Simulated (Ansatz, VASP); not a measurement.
**LiRu2Au3O6 in VASP and in Ansatz**

```
CELL_PARAMETERS angstrom
2.62441 4.54227 0.00000
2.62441 -4.54227 0.00000
1.78666 0.00000 -6.20427
ATOMIC_POSITIONS crystal
Ru 0.33307 0.66693 0.00000
Ru 0.66693 0.33307 0.00000
Li 0.00000 0.00000 0.00000
O 0.41407 0.41407 0.83071
O 0.58593 0.58593 0.16929
O 0.70469 0.05643 0.83103
O 0.94357 0.29531 0.16897
O 0.29531 0.94357 0.16897
O 0.05643 0.70469 0.83103
Au 0.82964 0.17036 0.50000
Au 0.17036 0.82964 0.50000
Au 0.50000 0.50000 0.50000
```

Alike in both runs: functional PBE; k mesh 4 × 4 × 3; no spin polarisation.

Ansatz relaxed the structure, and its values are those at the end. VASP's run is a single point on that final structure, the one shown.

|  | VASP | Ansatz |
| --- | --- | --- |
| version | VASP 6.6.1 | Ansatz 0.2.0 |
| potentials or method | VASP PAW PBE potentials, release 64 (Ru_pv, Li_sv, O, Au), cutoff 520 eV | PAW plane waves |
| occupations | fermi-dirac, width 0.1 eV | fermi-dirac |
| valence electrons in the cell | 100 | 128 |

```csv
,VASP,Ansatz,Ansatz less VASP
rms of the force components (eV/Å),0.008,0.001,-0.0065
```

VASP's potentials hold 100 valence electrons a cell and Ansatz's 128, so a difference there can come from the potentials and not from the codes. Ansatz's warnings: stress scf threshold loose.

Spin-orbit coupling is off throughout. Noted on VASP's run: the cutoff is short for stress, so the pressure is rough.
